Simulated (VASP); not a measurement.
Write the native input for VASP 6.6.1 that does the following.

- Task: single point
- Functional: LDA
- Potentials or basis: VASP PAW LDA potentials, release 64 (Ca_sv, F)
- Cutoff: 600 eV
- k mesh: 4 × 4 × 4
- Occupations: gaussian, width 0.01 eV
- Spin: no spin polarisation
- Dipole correction: no
- Further INCAR settings: ALGO = Normal; EDIFF = 1e-06; NBANDS = 19

The structure of CaF2 (Fluorite) lies in POSCAR:

```
CaF2
1.0
    0.0000000000      2.7195928860      2.7195928860
    2.7195928860      0.0000000000      2.7195928860
    2.7195928860      2.7195928860      0.0000000000
Ca F
1 2
Direct
    0.0000000000      0.0000000000      0.0000000000
    0.2500000000      0.2500000000      0.2500000000
    0.7500000000      0.7500000000      0.7500000000
```

One way to write it, as run:

INCAR

```
PREC = Accurate
ENCUT = 600
EDIFF = 1E-6
ISMEAR = 0
SIGMA = 0.01
LREAL = False
LASPH = True
NELM = 120
ALGO = Normal
ISIF = 2
LWAVE = False
LCHARG = False
NBANDS = 19
GGA_COMPAT = False
```

KPOINTS

```
Automatic mesh
0
Gamma
  4 4 4
```

Potentials or basis: VASP PAW LDA potentials, release 64 (Ca_sv, F).

Launch:

```sh
$ cat potpaw_LDA.64/Ca_sv/POTCAR potpaw_LDA.64/F/POTCAR > POTCAR
$ mpirun -np 1 vasp_std > vasp.out
```

It gave:

| Property | Result |
| --- | --- |
| Pressure | -5.2 GPa |
| Band gap on the k mesh | 6.98 eV, indirect (least direct gap 7.24 eV) |

Caveat: the k points lie up to 0.50 Å⁻¹ apart.

Run time: 10 s on 1 thread of Intel Xeon 8259CL (shared host), peak memory 0.15 GiB.
